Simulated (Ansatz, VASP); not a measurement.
Y2LuN3 in VASP and in Ansatz

```
Y Lu N
1.0
     3.32919    0.00000    0.00000
     0.00000    3.32919    0.00000
     0.00000    0.00000    9.22537
Y Lu N
2 1 3
Direct
  0.00000 0.50000 0.63270
  0.50000 0.00000 0.36730
  0.00000 0.00000 0.00000
  0.50000 0.50000 0.00000
  0.00000 0.50000 0.37861
  0.50000 0.00000 0.62139
```

Change from the starting cell: species swapped into the Zr2CuSb3 type (P-4m2, No. 115).

Alike in both runs: functional PBE; k mesh 12 × 12 × 4; occupations gaussian, width 0.1 eV; no spin polarisation.

Ansatz relaxed the structure, and its values are those at the end. VASP's run is a single point on that final structure, the one shown.

|  | VASP | Ansatz |
| --- | --- | --- |
| version | VASP 6.6.1 | Ansatz 0.2.0 |
| potentials or method | VASP PAW PBE potentials, release 64 (Y_sv, Lu, N), cutoff 520 eV | scalar-relativistic, plane waves, PAW |
| valence electrons in the cell | 62 | 62 |

```tsv
	VASP	Ansatz	Ansatz less VASP
gap on the k mesh at the Fermi level (eV)	none	none	-
pressure (GPa)	0.1	0.0	-0.07
```

A gap of «none» marks a metal or a gap that the smearing closes.

Neither program's run includes spin-orbit coupling.
